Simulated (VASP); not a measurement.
Set up this calculation in VASP 6.6.1, as the native input.

```
Task                   : single point
Functional             : PBE
Potentials or basis    : VASP PAW PBE potentials, release 64 (Cs_sv, Sn_d, I)
Cutoff                 : 500 eV
k mesh                 : 4 × 4 × 4
Occupations            : gaussian, width 0.01 eV
Spin                   : no spin polarisation
Dipole correction      : no
Further INCAR settings : ALGO = Normal; EDIFF = 1e-06; NBANDS = 47
```

The structure of Cs2SnI6 lies in POSCAR:

```
Cs2SnI6
1.0
    0.0000000000      6.1391771531      6.1391771531
    6.1391771531      0.0000000000      6.1391771531
    6.1391771531      6.1391771531      0.0000000000
Cs Sn I
2 1 6
Direct
    0.2500000000      0.2500000000      0.2500000000
    0.7500000000      0.7500000000      0.7500000000
    0.0000000000      0.0000000000      0.0000000000
    0.2416514971      0.7583485029      0.7583485029
    0.2416514971      0.7583485029      0.2416514971
    0.7583485029      0.2416514971      0.7583485029
    0.7583485029      0.2416514971      0.2416514971
    0.7583485029      0.7583485029      0.2416514971
    0.2416514971      0.2416514971      0.7583485029
```

One way to write it, as run:

INCAR

```
SYSTEM = Cs2SnI6
PREC = Accurate
ENCUT = 500
EDIFF = 1E-6
ISMEAR = 0
SIGMA = 0.01
LREAL = .False.
LASPH = .True.
NELM = 120
ALGO = Normal
ISIF = 2
LWAVE = .False.
LCHARG = .False.
GGA = PE
NBANDS = 47
GGA_COMPAT = .False.
```

KPOINTS

```
Automatic mesh
0
Gamma
  4 4 4
  0 0 0
```

Potentials or basis: VASP PAW PBE potentials, release 64 (Cs_sv, Sn_d, I).

The run is started by

```bash
$ cat potpaw_PBE.64/Cs_sv/POTCAR potpaw_PBE.64/Sn_d/POTCAR potpaw_PBE.64/I/POTCAR > POTCAR
$ mpirun -np 1 vasp_std > vasp.out
```

It gave:

The pressure is -0.8 GPa and the largest force is 0.261 eV/Å. The band gap on the k mesh is 0.19 eV.

Caveat: semilocal functionals underestimate gaps, and a narrow one can read as zero; spin-orbit coupling is left out, which moves the levels of the heavy elements.

Wall time 6.1 min on 1 thread of Oxide Virtual Turin-like Processor (shared host), peak memory 0.61 GiB.
